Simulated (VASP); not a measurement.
A run of VASP 6.6.1 is set up as follows.

File INCAR:

```
PREC = Accurate
ENCUT = 600
EDIFF = 1E-6
ISMEAR = 0
SIGMA = 0.02
LREAL = F
LASPH = T
NELM = 60
ALGO = Normal
ISIF = 3
LWAVE = F
LCHARG = F
GGA = PE
IBRION = 2
NSW = 100
EDIFFG = -0.01
```

KPOINTS

```
Automatic mesh
0
Gamma
  8 8 8
```

The input POSCAR:

```
KF
1.0
    3.2589550000      0.0000000000      0.0000000000
    0.0000000000      3.2589550000      0.0000000000
    0.0000000000      0.0000000000      3.2589550000
K F
1 1
Direct
    0.0000000000      0.0000000000      0.0000000000
    0.5000000000      0.5000000000      0.5000000000
```

Potentials or basis: VASP PAW PBE potentials, release 64 (K_sv, F).

The run is started by

```sh
$ cat potpaw_PBE.64/K_sv/POTCAR potpaw_PBE.64/F/POTCAR > POTCAR
$ mpirun -np 1 vasp_std > vasp.out
```

**Question.** Estimate the band gap on the k mesh.

**Answer.** 6.26 eV (least direct gap 6.31 eV).

Final structure:
```
CELL_PARAMETERS angstrom
3.25895 0.00000 0.00000
0.00000 3.25895 0.00000
0.00000 0.00000 3.25895
ATOMIC_POSITIONS crystal
K 0.00000 0.00000 0.00000
F 0.50000 0.50000 0.50000
```

Caveat: the relaxation stopped at its first step, so nothing moved. A k mesh can miss the band edges.
